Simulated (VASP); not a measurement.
Here is a VASP 6.6.1 calculation.

Contents of INCAR:

```
SYSTEM = CSe2
  PREC = Accurate
  ENCUT = 600
  EDIFF = 1E-6
  ISMEAR = -1
  SIGMA = 0.01
  LREAL = .False.
  LASPH = .True.
  NELM = 120
  ALGO = Normal
  ISIF = 2
  LWAVE = .False.
  LCHARG = .False.
  GGA = PE
  NBANDS = 25
  GGA_COMPAT = .False.
```

Contents of KPOINTS:

```
Automatic mesh
0
Gamma
  4 4 2
  0 0 0
```

POSCAR

```
CSe2
1.0
    3.5697670000     -2.9947800000      0.0000000000
    3.5697670000      2.9947800000      0.0000000000
    0.0000000000      0.0000000000      9.4626520000
Se C
4 2
Direct
    0.2168650000      0.7852020000      0.8852330000
    0.7928090000      0.2097190000      0.1174770000
    0.2985130000      0.7213870000      0.3765090000
    0.7152940000      0.2823980000      0.6191460000
    0.0018200000     -0.0153670000     -0.0006670000
    0.4967520000      0.5048400000      0.4934080000
```

Potentials or basis: VASP PAW PBE potentials, release 64 (Se, C).

The run is started by

```bash
$ cat potpaw_PBE.64/Se/POTCAR potpaw_PBE.64/C/POTCAR > POTCAR
$ mpirun -np 1 vasp_std > vasp.out
```

Task: Estimate the pressure.

Result: 1.1 GPa.

Task: Predict the band gap on the k mesh.

Result: 2.37 eV (least direct gap 2.50 eV).

Task: What does it give for the largest force?

Result: 3.472 eV/Å.

Stress tensor (GPa, compression positive):
```
 0.32 -0.04 -0.09
-0.04  1.74  2.03
-0.09  2.03  1.31
```

Caveat: this functional lacks dispersion, which holds the molecules together, so the pressure and a relaxed volume are unreliable; forces of over 1 eV/Å act on the atoms, so gaps and moduli don't describe the material at rest. A k mesh can miss the band edges.
